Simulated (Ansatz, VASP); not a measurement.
## Two plane-wave programs on Os

```xyz
2
Lattice="2.7385 0.0000 0.0000 -1.3693 2.3716 0.0000 0.0000 0.0000 4.3213" Properties=species:S:1:pos:R:3 pbc="T T T"
Os    0.0000    1.5811    1.0803
Os    1.3693    0.7905    3.2410
```

Alike in both runs: functional r2SCAN; k mesh 18 × 18 × 10; occupations fermi-dirac, width 0.15 eV; no spin polarisation.

Ansatz relaxed the structure, and its values are those at the end. VASP's run is a single point on that final structure, the one shown.

```csv
,VASP,Ansatz
version,VASP 6.6.1,Ansatz 0.2.0
potentials or method,"VASP PAW PBE potentials, release 64 (Os), cutoff 520 eV","scalar-relativistic, plane waves, PAW"
valence electrons in the cell,16,32
```

|  | VASP | Ansatz | Ansatz less VASP |
| --- | --- | --- | --- |
| gap on the k mesh at the Fermi level (eV) | none | none | - |
| pressure (GPa) | 0.7 | 0.0 | -0.74 |

VASP's potentials were made for PBE, not for r2SCAN. A gap of «none» marks a metal or a gap that the smearing closes. The functional is the same, so the differences come from potentials, cutoffs and numerics. VASP's potentials hold 16 valence electrons a cell and Ansatz's 32, so a difference there can come from the potentials and not from the codes.

Spin-orbit coupling is off throughout.
